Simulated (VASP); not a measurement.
# SnO2 (P-3m1) in VASP: a series of runs, part 2 of 2

VASP 6.6.1. The steps go on from the part before.

## (4) Relaxation of shape and atoms at fixed volume, PBE+D3(BJ) (14.54 Å³/atom)

This run uses another cell than the first one, of 14.54 Å³/atom.

INCAR reads:

```
ALGO     = Normal         # electronic algorithm
EDIFF    = 1E-7           # SCF threshold, eV
EDIFFG   = -0.01          # ionic threshold
ENCUT    = 600            # plane-wave cutoff, eV
GGA      = PE             # functional
IBRION   = 2              # ionic algorithm
ISIF     = 4              # what is computed and relaxed
ISMEAR   = 0              # smearing method
IVDW     = 12             # dispersion correction
LASPH    = T              # aspherical terms in the spheres
LCHARG   = F              # write CHGCAR
LREAL    = F              # projectors in reciprocal space
LWAVE    = F              # write WAVECAR
NELM     = 60             # most SCF steps
NSW      = 50             # ionic steps
PREC     = Accurate       # precision mode
SIGMA    = 0.02           # smearing width, eV
```

KPOINTS reads:

```
k-points
0
Gamma
  12 12 6
```

POSCAR reads:

```
SnO2
1.0
    3.2511257387      0.0000000000      0.0000000000
   -1.6255628694      2.8155574806      0.0000000000
    0.0000000000      0.0000000000      4.7664163197
Sn O
1 2
Direct
    0.0000000000      0.0000000000      0.5000000000
    0.3333333333      0.6666666667      0.7143241157
    0.6666666667      0.3333333333      0.2856758843
```

Potentials or basis: VASP PAW PBE potentials, release 64 (Sn_d, O).

Command:

```
cat potpaw_PBE.64/Sn_d/POTCAR potpaw_PBE.64/O/POTCAR > POTCAR
mpirun -np 1 vasp_std > vasp.out
```

OUTCAR:

```text
EDIFF = 1E-7
   EDIFFG = -0.01
   ENCUT = 600
   GGA = PE
   IBRION = 2
   ISIF = 4
   ISMEAR = 0
   IVDW = 12
   LASPH = T
   LREAL = F
   NELM = 60
   NSW = 50
   PREC = Accurate
 IVDW          = 12

 ion  position               nearest neighbor table
   1  0.000  0.000  0.500-   2 2.14   3 2.14   3 2.14   2 2.14   3 2.14   2 2.14
   2  0.333  0.667  0.714-   1 2.14   1 2.14   1 2.14
   3  0.667  0.333  0.286-   1 2.14   1 2.14   1 2.14

  LATTYP: Found a hexagonal cell.
 ALAT       =     3.2511257387
 C/A-ratio  =     1.4660818137

  Lattice vectors:

 A1 = (   3.2511257387,   0.0000000000,   0.0000000000)
 A2 = (  -1.6255628694,   2.8155574806,   0.0000000000)
 A3 = (   0.0000000000,   0.0000000000,   4.7664163197)

Analysis of symmetry for initial positions (statically):
=====================================================================
 Subroutine PRICEL returns:
 Original cell was already a primitive cell.

 Routine SETGRP: Setting up the symmetry group for a
 hexagonal supercell.

 Subroutine GETGRP returns: Found 12 space group operations
 (whereof 12 operations were pure point group operations)
 out of a pool of 24 trial point group operations.

The static configuration has the point symmetry D_3d.

Analysis of symmetry for dynamics (positions and initial velocities):
=====================================================================
 Subroutine PRICEL returns:
 Original cell was already a primitive cell.

 Routine SETGRP: Setting up the symmetry group for a
 hexagonal supercell.

 Subroutine GETGRP returns: Found 12 space group operations
 (whereof 12 operations were pure point group operations)
 out of a pool of 24 trial point group operations.

The dynamic configuration has the point symmetry D_3d.

 Subroutine INISYM returns: Found 12 space group operations
 (whereof 12 operations are pure point group operations),
 and found     1 'primitive' translations

----------------------------------------------------------------------------------------

                                     Primitive cell

  volume of cell :      43.6305

  direct lattice vectors                    reciprocal lattice vectors
     3.251125739  0.000000000  0.000000000     0.307585766  0.177584725  0.000000000
    -1.625562869  2.815557481  0.000000000     0.000000000  0.355169449  0.000000000
     0.000000000  0.000000000  4.766416320     0.000000000  0.000000000  0.209801229

  length of vectors
     3.251125739  3.251125739  4.766416320     0.355169449  0.355169449  0.209801229

  position of ions in fractional coordinates (direct lattice)
     0.000000000  0.000000000  0.500000000
     0.333333333  0.666666667  0.714324116
     0.666666667  0.333333333  0.285675884

  ion indices of the primitive-cell ions
   primitive index   ion index
                 1           1
                 2           2
                 3           3

----------------------------------------------------------------------------------------

 KPOINTS: k-points

Automatic generation of k-mesh.
 Grid dimensions read from file:
 generate k-points for:   12   12    6

 Generating k-lattice:

  Cartesian coordinates                     Fractional coordinates (reciprocal lattice)
     0.025632147  0.014798727  0.000000000     0.083333333  0.000000000  0.000000000
     0.000000000  0.029597454  0.000000000     0.000000000  0.083333333  0.000000000
     0.000000000  0.000000000  0.034966871     0.000000000  0.000000000  0.166666667

  Length of vectors
     0.029597454  0.029597454  0.034966871

  Shift w.r.t. Gamma in fractional coordinates (k-lattice)
     0.000000000  0.000000000  0.000000000

 Subroutine IBZKPT returns following result:
 ===========================================

 Found    100 irreducible k-points:

 Following reciprocal coordinates:
            Coordinates               Weight
  0.000000  0.000000  0.000000      1.000000
  0.083333  0.000000  0.000000      6.000000
  0.166667  0.000000  0.000000      6.000000
  0.250000 -0.000000  0.000000      6.000000
  0.333333  0.000000  0.000000      6.000000
  0.416667  0.000000  0.000000      6.000000
[... 16 lines left out ...]
  0.166667  0.000000  0.166667      6.000000
  0.000000  0.166667  0.166667      6.000000
 [... further k-points ...]
   k-points           NKPTS =    100   k-points in BZ     NKDIM =    100   number of bands    NBANDS=     17
   number of dos      NEDOS =    301   number of ions     NIONS =      3
   total plane-waves  NPLWV =  31360
   dimension x,y,z NGX =    28 NGY =   28 NGZ =   40
   dimension x,y,z NGXF=    56 NGYF=   56 NGZF=   80
   ions per type =               1   2
   NGX,Y,Z   is equivalent  to a cutoff of  14.32, 14.32, 13.95 a.u.
   NGXF,Y,Z  is equivalent  to a cutoff of  28.64, 28.64, 27.90 a.u.
 SYSTEM =  unknown system
   PREC   = accura    normal or accurate (medium, high low for compatibility)
   ISTART =      0    job   : 0-new  1-cont  2-samecut
   ICHARG =      2    charge: 1-file 2-atom 10-const
   ISPIN  =      1    spin polarized calculation?
   LNONCOLLINEAR =      F non collinear calculations
   LSORBIT =      F    spin-orbit coupling
   LASPH  =      T    aspherical Exc in radial PAW
   ENCUT  =  600.0 eV  44.10 Ry    6.64 a.u.   6.49  6.49  9.52*2*pi/ulx,y,z
   NELM   =     60;   NELMIN=  2; NELMDL= -5     # of ELM steps
   EDIFF  = 0.1E-06   stopping-criterion for ELM
   LREAL  =      F    real-space projection
   EDIFFG = -.1E-01   stopping-criterion for IOM
   NSW    =     50    number of steps for IOM
   IBRION =      2    ionic relax: 0-MD 1-quasi-New 2-CG
   NFREE  =      1    steps in history (QN), initial steepest desc. (CG)
   ISIF   =      4    stress and relaxation
   ISYM   =      2    0-nonsym 1-usesym 2-fastsym
   POTIM  = 0.5000    time-step for ionic-motion
   TEBEG  =    0.0;   TEEND  =   0.0 temperature during run
   PSTRESS=    0.0 pullay stress
   NELECT =      26.0000    total number of electrons
   NUPDOWN=      -1.0000    fix difference up-down
   EMIN   =  10.00;   EMAX   =-10.00  energy-range for DOS
   EFERMI =   0.00;   METHOD = LEGACY
   ISMEAR =     0;   SIGMA  =   0.02  broadening in eV -4-tet -1-fermi 0-gaus
   EFERMI_NEDOS =   21; number of points for ismear=-14 and -15
   IALGO  =     38    algorithm
   IMIX   =      4    mixing-type and parameters
     AMIX     =   0.40;   BMIX     =  1.00
     AMIX_MAG =   1.60;   BMIX_MAG =  1.00
  volume/ion in A,a.u.               =      14.54        98.14
  Fermi-wavevector in a.u.,A,eV,Ry     =   1.377640  2.603363 25.822407  1.897893
  Thomas-Fermi vector in A             =   2.502775
   LORBIT       =      0    0 simple, 1 ext, 2 COOP (PROOUT), +10 PAW based schemes
   GGA     = PE    functional components
   LHFCALC =     F    Hartree Fock is set to
   AEXX    =    0.0000 exact exchange contribution
   IVDW    =    12    specifies the selected vdW correction
   LEPSILON=     F    determine dielectric tensor
   LRPA    =     F    only Hartree local field effects (RPA)
 conjugate gradient relaxation of ions
 non-spin polarized calculation
 Gauss-broadening in eV      SIGMA  =   0.02
  energy-cutoff  :      600.00
  volume of cell :       43.63
 maximum number of plane-waves:      1507
 NGX is ok and might be reduce to    28
   NGX = 13   NGY = 13   NGZ = 19

--------------------------------------- Ionic step        1  -------------------------------------------

 number of electron      26.0000002 magnetization

 Free energy of the ion-electron system (eV)
  ---------------------------------------------------
  ext. energy  EPLUGINS =         0.00000000
  ---------------------------------------------------
  free energy    TOTEN  =       -18.16636071 eV

  energy without entropy =      -18.16636071  energy(sigma->0) =      -18.16636071

 E-fermi :   3.4742     XC(G=0): -10.0066

 val. band max:        3.3231277006   @ k =   0.1667   0.0000   0.0000
 cond. band min:       5.0742226432   @ k =   0.0000   0.0000   0.0000
 fundamental gap:      1.7510949426
 Fermi energy:         3.4742231661

 k-point     1 :       0.0000    0.0000    0.0000
  band No.  band energies     occupation
      1     -16.7241      2.00000
      2     -16.5294      2.00000
      3     -16.5294      2.00000
      4     -16.3717      2.00000
      5     -16.3717      2.00000
      6     -14.5638      2.00000
[... 9 lines left out ...]
     16      14.2725      0.00000
     17      14.2725      0.00000
[... 621 lines left out ...]
  energy  without entropy=      -18.7044771251  energy(sigma->0) =      -18.70447713

--------------------------------------- Ionic step        5  -------------------------------------------

 number of electron      25.9999999 magnetization

 Free energy of the ion-electron system (eV)
  ---------------------------------------------------
  ext. energy  EPLUGINS =         0.00000000
  ---------------------------------------------------
  free energy    TOTEN  =       -18.17698136 eV

  energy without entropy =      -18.17698136  energy(sigma->0) =      -18.17698136

 E-fermi :   3.3581     XC(G=0):  -9.9615

 val. band max:        3.2434129511   @ k =   0.1667   0.0833   0.0000
 cond. band min:       5.2028999160   @ k =   0.0000   0.0000   0.0000
 fundamental gap:      1.9594869649
 Fermi energy:         3.3580895333

 k-point     1 :       0.0000    0.0000    0.0000
  band No.  band energies     occupation
      1     -16.7586      2.00000
      2     -16.5361      2.00000
      3     -16.5361      2.00000
      4     -16.3584      2.00000
      5     -16.3584      2.00000
      6     -14.6892      2.00000
[... 9 lines left out ...]
     16      14.4268      0.00000
     17      14.4268      0.00000
[... 494 lines left out ...]
  FREE ENERGIE OF THE ION-ELECTRON SYSTEM (eV)
  ---------------------------------------------------
  free  energy   TOTEN  =       -18.7047482297 eV

  energy  without entropy=      -18.7047482297  energy(sigma->0) =      -18.70474823

 reached required accuracy - stopping structural energy minimisation
```

Wall time 1.9 min (1 thread of Intel Xeon 6975P-C (Granite Rapids), shared host); peak memory 0.25 GiB.

What came out:

```yaml
Free_energy: -18.7047 eV
Energy_gained_by_relaxing: 3.1 meV/atom
Ionic_steps: 5
Pressure_after_relaxing: -1.4 GPa
Largest_force_after_relaxing: 0.009 eV/Å
Band_gap_on_the_k_mesh: 1.96 eV (least direct gap 2.08 eV)
Dispersion_energy_per_atom: -0.176 eV
```

Forces on the atoms (eV/Å):
```
Sn   0.000  0.000  0.000
O    0.000  0.000  0.009
O    0.000  0.000 -0.009
```

The path:
```
step  energy change (eV)  largest force (eV/Å)  pressure (GPa)  volume (Å³)
   1              0.0000                0.2519           -4.27        43.63
   2             -0.0067                0.1136           -2.94        43.63
   3             -0.0090                0.0286           -1.56        43.63
   4             -0.0090                0.0348           -1.51        43.63
   5             -0.0093                0.0086           -1.42        43.63
```

Final structure:
```cif
data_structure
_symmetry_space_group_name_H-M 'P 1'
_symmetry_Int_Tables_number 1
_cell_length_a 3.2299
_cell_length_b 3.2299
_cell_length_c 4.8293
_cell_angle_alpha 90.000
_cell_angle_beta 90.000
_cell_angle_gamma 120.000
_cell_volume 43.63
loop_
_atom_site_label
_atom_site_type_symbol
_atom_site_fract_x
_atom_site_fract_y
_atom_site_fract_z
_atom_site_occupancy
Sn1 Sn 0.00000 0.00000 0.50000 1
O1 O 0.33333 0.66667 0.70943 1
O2 O 0.66667 0.33333 0.29057 1
```

Caveat: spin-orbit coupling is left out, which moves the levels of the heavy elements. A k mesh can miss the band edges.

## (5) Relaxation of shape and atoms at fixed volume, PBE+D3(BJ) (15.09 Å³/atom)

This run uses another cell than the first one, of 15.09 Å³/atom.

INCAR reads:

```
PREC = Accurate
ENCUT = 600
EDIFF = 1E-6
ISMEAR = 0
SIGMA = 0.02
LREAL = F
LASPH = T
NELM = 80
ALGO = Normal
ISIF = 4
LWAVE = F
LCHARG = F
GGA = PE
IVDW = 12
IBRION = 2
NSW = 50
EDIFFG = -0.01
```

KPOINTS reads:

```
Automatic mesh
0
Gamma
  12 12 6
```

POSCAR reads:

```
SnO2
1.0
    3.2637375144      0.0000000000      0.0000000000
   -1.6318687572      2.8264795987      0.0000000000
    0.0000000000      0.0000000000      4.9081279816
Sn O
1 2
Direct
    0.0000000000      0.0000000000      0.5000000000
    0.3333333333      0.6666666667      0.7086168965
    0.6666666667      0.3333333333      0.2913831035
```

Command:

```
cat potpaw_PBE.64/Sn_d/POTCAR potpaw_PBE.64/O/POTCAR > POTCAR
mpirun -np 1 vasp_std > vasp.out
```

Wall time 1.9 min (1 thread of Intel Xeon 6975P-C (Granite Rapids), shared host); peak memory 0.25 GiB.

Results (log left out):

- Free energy: -18.6916 eV
- Energy gained by relaxing: 5.9 meV/atom
- Ionic steps: 6
- Pressure after relaxing: -1.7 GPa
- Band gap on the k mesh: 2.06 eV (least direct gap 2.24 eV)
- Dispersion energy per atom: -0.168 eV

Step by step:
| step | energy change (eV) | largest force (eV/Å) | pressure (GPa) | volume (Å³) |
| --- | --- | --- | --- | --- |
| 1 | 0.0000 | 0.3277 | -5.59 | 45.28 |
| 2 | -0.0123 | 0.1573 | -3.87 | 45.28 |
| 3 | -0.0172 | 0.0403 | -1.90 | 45.28 |
| 4 | -0.0172 | 0.0494 | -1.83 | 45.28 |
| 5 | -0.0177 | 0.0101 | -1.73 | 45.28 |
| 6 | -0.0177 | 0.0011 | -1.69 | 45.28 |

Final structure:
```
Sn O
1.0
     3.23084    0.00000    0.00000
    -1.61542    2.79799    0.00000
     0.00000    0.00000    5.00858
Sn O
1 2
Direct
  0.00000 0.00000 0.50000
  0.33333 0.66667 0.70228
  0.66667 0.33333 0.29772
```

Levels at points of the mesh, in eV from the valence-band top:
```
           k point  band 10  band 11  band 12  band 13  band 14  band 15  band 16  band 17
(0.00, 0.00, 0.00)    -1.23    -0.82    -0.82    -0.18     2.06     5.86    11.14    11.21
(0.50, 0.00, 0.00)    -2.95    -1.39    -0.41    -0.19     5.32     7.42    10.59    11.44
(0.00, 0.00, 0.50)    -1.25    -1.06    -0.79    -0.79     3.08     5.58    11.18    11.18
(0.50, 0.00, 0.50)    -2.90    -1.05    -0.50    -0.23     5.23     7.16    10.34    12.03
```

Caveat: spin-orbit coupling is left out, which moves the levels of the heavy elements.

## (6) The runs side by side

| task | cell | gap on the mesh (eV) | pressure (GPa) | largest force (eV/Å) |
| --- | --- | --- | --- | --- |
| relaxation of cell and atoms | relaxed from a = 3.215, b = 3.215, c = 4.599 Å, angles 90.0, 90.0, 120.0°, 3 atoms, atomic positions A | 1.79 | 0.0 | 0.01 |
| relaxation of shape and atoms at fixed volume | relaxed from a = 3.248, b = 3.248, c = 4.640 Å, angles 90.0, 90.0, 120.0°, 3 atoms, atomic positions A | 1.88 | -1.0 | 0.01 |
| relaxation of shape and atoms at fixed volume | relaxed from a = 3.251, b = 3.251, c = 4.766 Å, angles 90.0, 90.0, 120.0°, 3 atoms, atomic positions B | 1.96 | -1.4 | 0.01 |
| relaxation of shape and atoms at fixed volume | relaxed from a = 3.264, b = 3.264, c = 4.908 Å, angles 90.0, 90.0, 120.0°, 3 atoms, atomic positions C | 2.06 | -1.7 | - |

Alike in all rows: level PBE+D3(BJ); potentials or basis VASP PAW PBE potentials, release 64 (Sn_d, O); no spin polarisation; k mesh 12 × 12 × 6; cutoff (eV) 600; smearing gaussian 0.02 eV.

Caveats: spin-orbit coupling is left out, which moves the levels of the heavy elements.

Total energies depend on the potentials used, so only differences within one code and one set of settings carry meaning.
